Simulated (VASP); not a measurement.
# AlCo3 (Cmmm) in VASP: single point with LDA

Aim: the single point of AlCo3 with LDA.

All numbers are computed with VASP 6.6.1; they aren't measurements. Logs are shortened: lines on timing, memory, paths and dates and some standing lists are left out, and cuts for length are marked.

**1. The cell of the first run**

The structure is orthorhombic, space group Cmmm (No. 65). The conventional cell has a = 5.018 Å, b = 5.094 Å, c = 3.575 Å, α = 90.00°, β = 90.00°, γ = 90.00°. Within 3.3 Å of Al (site symmetry mmm) lie 12 Co at 2.51 to 2.55 Å. Within 3.3 Å of Co (site symmetry mmm) lie 4 Al at 2.51 to 2.55 Å and 8 Co at 2.53 Å. Within 3.3 Å of Co (site symmetry 2/m) lie 8 Co at 2.51 to 2.55 Å and 4 Al at 2.53 Å.

**2. Single point, LDA, collinear spin, ferromagnetic start**

File INCAR:

```
PREC = Accurate
ENCUT = 520
EDIFF = 1E-7
ISMEAR = -1
SIGMA = 0.05
LREAL = False
LASPH = True
NELM = 150
ALGO = Normal
ISIF = 2
LWAVE = False
LCHARG = True
ISPIN = 2
MAGMOM = 0 2.5 2.5 2.5
LORBIT = 11
LMAXMIX = 4
LELF = True
LVHAR = True
NBANDS = 27
```

File KPOINTS:

```
regular mesh
0
Gamma
  10 10 10
```

File POSCAR:

```
AlCo3
1.0
    3.5749480000      0.0268121100      0.0000000000
    0.0268121100      3.5749480000      0.0000000000
    0.0000000000      0.0000000000      3.5749480000
Al Co
1 3
Direct
    0.0000000000      0.0000000000      0.0000000000
    0.5000000000      0.5000000000      0.0000000000
    0.5000000000      0.0000000000      0.5000000000
    0.0000000000      0.5000000000      0.5000000000
```

Potentials or basis: VASP PAW LDA potentials, release 64 (Al, Co).

The run is started by

```
> cat potpaw_LDA.64/Al/POTCAR potpaw_LDA.64/Co/POTCAR > POTCAR
> mpirun -np 1 vasp_std > vasp.out
```

OUTCAR:

```text
PREC = Accurate
   ENCUT = 520
   EDIFF = 1E-7
   ISMEAR = -1
   LREAL = False
   LASPH = True
   NELM = 150
   ISIF = 2
   ISPIN = 2
   LORBIT = 11

 ion  position               nearest neighbor table
   1  0.000  0.000  0.000-   2 2.51   2 2.51   3 2.53   4 2.53   3 2.53   4 2.53   4 2.53   4 2.53
                             3 2.53   3 2.53   2 2.55   2 2.55
   2  0.500  0.500  0.000-   1 2.51   1 2.51   3 2.53   4 2.53   3 2.53   3 2.53   3 2.53   4 2.53
                             4 2.53   4 2.53   1 2.55   1 2.55
   3  0.500  0.000  0.500-   4 2.51   4 2.51   1 2.53   2 2.53   2 2.53   1 2.53   2 2.53   1 2.53
                             2 2.53   1 2.53   4 2.55   4 2.55
   4  0.000  0.500  0.500-   3 2.51   3 2.51   1 2.53   2 2.53   1 2.53   1 2.53   1 2.53   2 2.53
                             2 2.53   2 2.53   3 2.55   3 2.55

  LATTYP: Found a base centered orthorhombic cell.
 ALAT       =     5.0178218968
 B/A-ratio  =     1.0151133501
 C/A-ratio  =     0.7124501574

  Lattice vectors:

 A1 = (  -0.0268121100,  -3.5749480000,   0.0000000000)
 A2 = (   3.5749480000,   0.0268121100,   0.0000000000)
 A3 = (   0.0000000000,   0.0000000000,   3.5749480000)

Analysis of symmetry for initial positions (statically):
=====================================================================
 Subroutine PRICEL returns:
 Original cell was already a primitive cell.

 Routine SETGRP: Setting up the symmetry group for a
 base centered orthorhombic supercell.

 Subroutine GETGRP returns: Found  8 space group operations
 (whereof  8 operations were pure point group operations)
 out of a pool of  8 trial point group operations.

The static configuration has the point symmetry D_2h.

Analysis of symmetry for dynamics (positions and initial velocities):
=====================================================================
 Subroutine PRICEL returns:
 Original cell was already a primitive cell.

 Routine SETGRP: Setting up the symmetry group for a
 base centered orthorhombic supercell.

 Subroutine GETGRP returns: Found  8 space group operations
 (whereof  8 operations were pure point group operations)
 out of a pool of  8 trial point group operations.

The dynamic configuration has the point symmetry D_2h.

Analysis of structural, dynamic, and magnetic symmetry:
=====================================================================
 Subroutine PRICEL returns:
 Original cell was already a primitive cell.

 Routine SETGRP: Setting up the symmetry group for a
 base centered orthorhombic supercell.

 Subroutine GETGRP returns: Found  8 space group operations
 (whereof  8 operations were pure point group operations)
 out of a pool of  8 trial point group operations.

The overall configuration has the point symmetry D_2h.

 Subroutine INISYM returns: Found  8 space group operations
 (whereof  8 operations are pure point group operations),
 and found     1 'primitive' translations

----------------------------------------------------------------------------------------

                                     Primitive cell

  volume of cell :      45.6862

  direct lattice vectors                    reciprocal lattice vectors
     3.574948000  0.026812110  0.000000000     0.279740084 -0.002098051  0.000000000
     0.026812110  3.574948000  0.000000000    -0.002098051  0.279740084  0.000000000
     0.000000000  0.000000000  3.574948000     0.000000000  0.000000000  0.279724348

  length of vectors
     3.575048544  3.575048544  3.574948000     0.279747951  0.279747951  0.279724348

  position of ions in fractional coordinates (direct lattice)
     0.000000000  0.000000000  0.000000000
     0.500000000  0.500000000  0.000000000
     0.500000000  0.000000000  0.500000000
     0.000000000  0.500000000  0.500000000

  ion indices of the primitive-cell ions
   primitive index   ion index
                 1           1
                 2           2
                 3           3
                 4           4

----------------------------------------------------------------------------------------

 KPOINTS: regular mesh

Automatic generation of k-mesh.
 Grid dimensions read from file:
 generate k-points for:   10   10   10

 Generating k-lattice:

  Cartesian coordinates                     Fractional coordinates (reciprocal lattice)
     0.027974008 -0.000209805  0.000000000     0.100000000 -0.000000000  0.000000000
    -0.000209805  0.027974008  0.000000000    -0.000000000  0.100000000  0.000000000
     0.000000000  0.000000000  0.027972435     0.000000000  0.000000000  0.100000000

  Length of vectors
     0.027974795  0.027974795  0.027972435

  Shift w.r.t. Gamma in fractional coordinates (k-lattice)
     0.000000000  0.000000000  0.000000000

 Subroutine IBZKPT returns following result:
 ===========================================

 Found    186 irreducible k-points:

 Following reciprocal coordinates:
            Coordinates               Weight
  0.000000  0.000000  0.000000      1.000000
  0.100000 -0.000000  0.000000      4.000000
  0.200000 -0.000000  0.000000      4.000000
  0.300000 -0.000000  0.000000      4.000000
  0.400000 -0.000000  0.000000      4.000000
  0.500000  0.000000  0.000000      2.000000
[... 16 lines left out ...]
  0.300000  0.300000  0.000000      2.000000
  0.400000  0.300000  0.000000      4.000000
 [... further k-points ...]
   k-points           NKPTS =    186   k-points in BZ     NKDIM =    186   number of bands    NBANDS=     27
   number of dos      NEDOS =    301   number of ions     NIONS =      4
   total plane-waves  NPLWV =  21952
   dimension x,y,z NGX =    28 NGY =   28 NGZ =   28
   dimension x,y,z NGXF=    56 NGYF=   56 NGZF=   56
   ions per type =               1   3
   NGX,Y,Z   is equivalent  to a cutoff of  13.02, 13.02, 13.02 a.u.
   NGXF,Y,Z  is equivalent  to a cutoff of  26.04, 26.04, 26.04 a.u.
 SYSTEM =  unknown system
   PREC   = accura    normal or accurate (medium, high low for compatibility)
   ISTART =      0    job   : 0-new  1-cont  2-samecut
   ICHARG =      2    charge: 1-file 2-atom 10-const
   ISPIN  =      2    spin polarized calculation?
   LNONCOLLINEAR =      F non collinear calculations
   LSORBIT =      F    spin-orbit coupling
   LASPH  =      T    aspherical Exc in radial PAW
   ENCUT  =  520.0 eV  38.22 Ry    6.18 a.u.   6.65  6.65  6.65*2*pi/ulx,y,z
   NELM   =    150;   NELMIN=  2; NELMDL= -5     # of ELM steps
   EDIFF  = 0.1E-06   stopping-criterion for ELM
   LREAL  =      F    real-space projection
   EDIFFG = 0.1E-05   stopping-criterion for IOM
   NSW    =      0    number of steps for IOM
   IBRION =     -1    ionic relax: 0-MD 1-quasi-New 2-CG
   NFREE  =      0    steps in history (QN), initial steepest desc. (CG)
   ISIF   =      2    stress and relaxation
   ISYM   =      2    0-nonsym 1-usesym 2-fastsym
   POTIM  = 0.5000    time-step for ionic-motion
   TEBEG  =    0.0;   TEEND  =   0.0 temperature during run
   PSTRESS=    0.0 pullay stress
   NELECT =      30.0000    total number of electrons
   NUPDOWN=      -1.0000    fix difference up-down
   EMIN   =  10.00;   EMAX   =-10.00  energy-range for DOS
   EFERMI =   0.00;   METHOD = LEGACY
   ISMEAR =    -1;   SIGMA  =   0.05  broadening in eV -4-tet -1-fermi 0-gaus
   EFERMI_NEDOS =   21; number of points for ismear=-14 and -15
   IALGO  =     38    algorithm
   IMIX   =      4    mixing-type and parameters
     AMIX     =   0.40;   BMIX     =  1.00
     AMIX_MAG =   1.60;   BMIX_MAG =  1.00
  volume/ion in A,a.u.               =      11.42        77.08
  Fermi-wavevector in a.u.,A,eV,Ry     =   1.422941  2.688969 27.548560  2.024762
  Thomas-Fermi vector in A             =   2.543592
   LORBIT       =     11    0 simple, 1 ext, 2 COOP (PROOUT), +10 PAW based schemes
   GGA     = CA    functional components
   LHFCALC =     F    Hartree Fock is set to
   AEXX    =    0.0000 exact exchange contribution
   IVDW    =     0    specifies the selected vdW correction
   LEPSILON=     F    determine dielectric tensor
   LRPA    =     F    only Hartree local field effects (RPA)
 spin polarized calculation
  energy-cutoff  :      520.00
  volume of cell :       45.69
 maximum number of plane-waves:      1253
   NGX = 13   NGY = 13   NGZ = 13

 number of electron      30.0000030 magnetization       3.6620064

 Free energy of the ion-electron system (eV)
  ---------------------------------------------------
  ext. energy  EPLUGINS =         0.00000000
  ---------------------------------------------------
  free energy    TOTEN  =       -29.28295218 eV

  energy without entropy =      -29.22389712  energy(sigma->0) =      -29.25342465

 E-fermi :   9.6992     XC(G=0): -13.0049

 val. band max:        9.6991431817   @ k =   0.5000   0.3000   0.2000
 cond. band min:       9.7002987301   @ k =   0.5000   0.4000   0.5000
 fundamental gap:      0.0011555484
 Fermi energy:         9.6992033940

 spin component 1

 k-point     1 :       0.0000    0.0000    0.0000
  band No.  band energies     occupation
      1      -0.1645      1.00000
      2       4.8938      1.00000
      3       5.8121      1.00000
      4       5.8143      1.00000
      5       6.1185      1.00000
      6       6.1360      1.00000
[... 709 lines left out ...]
     26      22.3796      0.00000
     27      23.1586      0.00000

 [... further k-points ...]

 spin component 2

 k-point     1 :       0.0000    0.0000    0.0000
  band No.  band energies     occupation
      1      -0.0654      1.00000
      2       5.7118      1.00000
      3       6.5678      1.00000
      4       6.5691      1.00000
      5       7.0313      1.00000
      6       7.0443      1.00000
[... 709 lines left out ...]
     26      22.6275      0.00000
     27      23.5421      0.00000

 [... further k-points ...]

------------------------ aborting loop because EDIFF is reached ----------------------------------------

  FORCE on cell =-STRESS in cart. coord.  units (eV):
  Direction    XX          YY          ZZ          XY          YZ          ZX
  --------------------------------------------------------------------------------------
  -------------------------------------------------------------------------------------
  Total       -4.0954399     -4.0954399     -4.0994490     -0.3677374      0.0000000      0.0000000
  in kB     -143.6237903   -143.6237903   -143.7643850    -12.8962570      0.0000000      0.0000000
  external PRESSURE =    -143.6706552 kB  Pullay stress =       0.0000000 kB

 VOLUME and BASIS-vectors are now :
 -----------------------------------------------------------------------------
  energy-cutoff  :      520.00
  volume of cell :       45.69
      direct lattice vectors                 reciprocal lattice vectors
     3.574948000  0.026812110  0.000000000     0.279740084 -0.002098051  0.000000000
     0.026812110  3.574948000  0.000000000    -0.002098051  0.279740084  0.000000000
     0.000000000  0.000000000  3.574948000     0.000000000  0.000000000  0.279724348

 POSITION                                       TOTAL-FORCE (eV/Angst)
 -----------------------------------------------------------------------------------
      0.00000      0.00000      0.00000        -0.000000      0.000000      0.000000
      1.80088      1.80088      0.00000         0.000000      0.000000      0.000000
      1.78747      0.01341      1.78747        -0.000000      0.000000      0.000000
      0.01341      1.78747      1.78747        -0.000000      0.000000      0.000000
 -----------------------------------------------------------------------------------
    total drift:                                0.000000      0.000000      0.000000

  FREE ENERGIE OF THE ION-ELECTRON SYSTEM (eV)
  ---------------------------------------------------
  free  energy   TOTEN  =       -29.2829521834 eV

  energy  without entropy=      -29.2238971201  energy(sigma->0) =      -29.25342465

 total charge

# of ion       s       p       d       tot
------------------------------------------
    1        0.413   0.417   0.000   0.830
    2        0.473   0.500   7.341   8.314
    3        0.473   0.501   7.341   8.314
    4        0.473   0.501   7.341   8.314
--------------------------------------------------
tot          1.831   1.918  22.022  25.772

 magnetization (x)

# of ion       s       p       d       tot
------------------------------------------
    1       -0.001  -0.030   0.000  -0.031
    2       -0.002   0.003   1.235   1.236
    3       -0.002   0.003   1.237   1.238
    4       -0.002   0.003   1.237   1.238
--------------------------------------------------
tot         -0.006  -0.022   3.709   3.681
```

Run time: 3.4 min. Hardware: 1 thread of Intel Xeon 6975P-C (Granite Rapids), shared host; peak memory 0.4 GiB.

Results:

| Item | Value |
| --- | --- |
| Free energy | -29.2830 eV |
| Pressure | -14.4 GPa |
| Net moment | 3.66 μB per cell |
| Site moments | Al -0.03; Co +1.24 μB |
| Valence electrons inside the program's atomic spheres | Al 0.83; Co 8.31 |

Stress tensor (GPa, compression positive):
```
-14.36  -1.29   0.00
 -1.29 -14.36   0.00
  0.00   0.00 -14.38
```
